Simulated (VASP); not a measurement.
Set up this calculation in VASP 6.6.1, as the native input.

| Quantity | Value |
| --- | --- |
| Task | single point |
| Functional | LDA |
| Potentials or basis | VASP PAW LDA potentials, release 64 (Ge_d) |
| Cutoff | 520 eV |
| k mesh | 15 × 15 × 15 |
| Occupations | fermi-dirac, width 0.1 eV |
| Spin | no spin polarisation |
| Dipole correction | no |
| Further INCAR settings | ALGO = Normal; EDIFF = 1e-06; NBANDS = 13 |

The structure of Ge lies in POSCAR:

```
Ge
1.0
   -1.7117989920      1.7117989920      1.7117989920
    1.7117989920     -1.7117989920      1.7117989920
    1.7117989920      1.7117989920     -1.7117989920
Ge
1
Direct
    0.0000000000      0.0000000000      0.0000000000
```

This isn't the form of Ge at room conditions, which is diamond.

These files were run (other wordings do the same):

INCAR

```
PREC = Accurate
ENCUT = 520
EDIFF = 1E-6
ISMEAR = -1
SIGMA = 0.1
LREAL = False
LASPH = True
NELM = 80
ALGO = Normal
ISIF = 2
LWAVE = False
LCHARG = True
LELF = True
LVHAR = True
NBANDS = 13
```

KPOINTS

```
Automatic mesh
0
Gamma
  15 15 15
```

Potentials or basis: VASP PAW LDA potentials, release 64 (Ge_d).

The run is started by

```console
$ cat potpaw_LDA.64/Ge_d/POTCAR > POTCAR
$ mpirun -np 1 vasp_std > vasp.out
```

It gave:

```json
{"Pressure": "-6.9 GPa", "Band gap on the k mesh": "zero (bands 7 and 8 overlap by 11.16 eV)"}
```

Caveat: the cell stands under tension.

Run time: 9.9 s on 1 thread of Intel(R) Xeon(R) Platinum 8488C (Sapphire Rapids) (shared host), peak memory 0.14 GiB.
